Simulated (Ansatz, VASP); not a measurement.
**Two plane-wave programs on GaN**

```
Ga N
1.0
     3.18893    0.00000    0.00000
    -1.59447    2.76169    0.00000
     0.00000    0.00000    5.19236
Ga N
2 2
Cartesian
  1.5945 0.9206 2.5914
  0.0000 1.8411 5.1876
  1.5945 0.9206 4.5481
  0.0000 1.8411 1.9519
```

Alike in both runs: task relaxation of cell and atoms; functional PBE; k mesh 6 × 6 × 4; occupations gaussian, width 0.1 eV; no spin polarisation.

|  | VASP | Ansatz |
| --- | --- | --- |
| version | VASP 6.6.1 | Ansatz 0.2.0 |
| potentials or method | VASP PAW PBE potentials, release 64 (Ga_d, N), cutoff 600 eV | scalar-relativistic, plane waves, PAW |
| valence electrons in the cell | 36 | 36 |

|  | VASP | Ansatz | Ansatz less VASP |
| --- | --- | --- | --- |
| gap on the k mesh at the Fermi level, each at its own relaxed structure (eV) | 1.72 | 1.72 | +0.002 |
| relaxed volume (Å³/atom) | 11.76 | 11.74 | -0.013 |
| relaxed cell length with the largest relative difference (Å) | 5.241 | 5.239 | -0.0019 |

Ansatz's warnings: structure snapped to symmetry.
